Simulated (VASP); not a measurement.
A run of VASP 6.6.1 is set up as follows.

POSCAR

```
Hf
1.0
    3.1967000000      0.0000000000      0.0000000000
   -1.5983500000      2.7684230000      0.0000000000
    0.0000000000      0.0000000000      5.0578000000
Hf
2
Direct
    0.3333333333      0.6666666667      0.2500000000
    0.6666666667      0.3333333333      0.7500000000
```

The input INCAR.step1:

```
SYSTEM = Hf
  PREC = Accurate
  ENCUT = 600
  ISMEAR = -1
  SIGMA = 0.05
  LREAL = .FALSE.
  LASPH = .TRUE.
  NELM = 80
  GGA = PE
  ALGO = Normal
  EDIFF = 1E-4
  LWAVE = .TRUE.
  LCHARG = .FALSE.
```

File INCAR.step2:

```
SYSTEM = Hf
  PREC = Accurate
  ENCUT = 600
  EDIFF = 1E-6
  ISMEAR = -1
  SIGMA = 0.05
  LREAL = .FALSE.
  LASPH = .TRUE.
  NELM = 80
  ALGO = Normal
  ISIF = 8
  LWAVE = .FALSE.
  LCHARG = .FALSE.
  METAGGA = R2SCAN
  LMIXTAU = .TRUE.
  IBRION = 2
  NSW = 60
  EDIFFG = -0.03
  ISTART = 1
```

Contents of KPOINTS:

```
regular mesh
0
G
  8 8 5
  0 0 0
```

Potentials or basis: VASP PAW PBE potentials, release 64 (Hf_pv).

The run is started by

```console
$ cat potpaw_PBE.64/Hf_pv/POTCAR > POTCAR
$ cp INCAR.step1 INCAR
$ mpirun -np 1 vasp_std > vasp.out
$ cp INCAR.step2 INCAR
$ mpirun -np 1 vasp_std > vasp.out
```

Q: Predict the space group after relaxing (to 0.05 Å).

A: P6_3/mmc (No. 194).

Q: What does it give for the band gap on the k mesh?

A: Zero (band 10 reaches 6.21 eV, above the bottom of band 11 at 4.60 eV).

Q: Estimate the relaxed volume.

A: 22.24 Å³/atom.

Q: Predict the relaxed cell.

A: a = 3.190 Å, b = 3.190 Å, c = 5.047 Å, α = 90.00°, β = 90.00°, γ = 120.00°.

Stress tensor (GPa, compression positive):
```
 0.20  0.00  0.00
 0.00  0.20  0.00
 0.00  0.00 -0.44
```

Caveat: the PAW data sets were made with another functional, which shifts forces and pressure a little; spin-orbit coupling is left out, which moves the levels of the heavy elements.
